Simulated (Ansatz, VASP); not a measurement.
**Al2O3: VASP beside Ansatz**

```
Al O
1.0
     2.26234    1.30617    4.93900
    -2.26234    1.30617    4.93900
     0.00000   -2.61233    4.93900
Al O
4 6
Direct
  0.84451 0.84451 0.84451
  0.65549 0.65549 0.65549
  0.15549 0.15549 0.15549
  0.34451 0.34451 0.34451
  0.05616 0.44384 0.75000
  0.75000 0.05616 0.44384
  0.44384 0.75000 0.05616
  0.94384 0.55616 0.25000
  0.25000 0.94384 0.55616
  0.55616 0.25000 0.94384
```

Alike in both runs: task single point; functional PBE; k mesh 6 × 6 × 6; occupations gaussian, width 0.05 eV; no spin polarisation.

|  | VASP | Ansatz |
| --- | --- | --- |
| version | VASP 6.6.1 | Ansatz 0.2.0 |
| potentials or method | VASP PAW PBE potentials, release 64 (Al, O), cutoff 520 eV | scalar-relativistic, plane waves, PAW |
| valence electrons in the cell | 48 | 48 |

Ansatz gave:

| Quantity | Value |
| --- | --- |
| gap on the k mesh at the Fermi level (eV) | 4.32 |
| least direct gap on the mesh (eV) | 4.32 |
| pressure (GPa) | 2.4 |
| traceless stress, the component that is largest in VASP (GPa) | -51.70 |
| rms of the force components (eV/Å) | 0.479 |

Question: Estimate VASP's values.

Answer: gap on the k mesh at the Fermi level (eV): 4.30; least direct gap on the mesh (eV): 4.30; pressure (GPa): 2.3; traceless stress, the component that is largest in VASP (GPa): -51.72; rms of the force components (eV/Å): 0.481.

Atom by atom the forces differ by 0.004 eV/Å (rms over components).
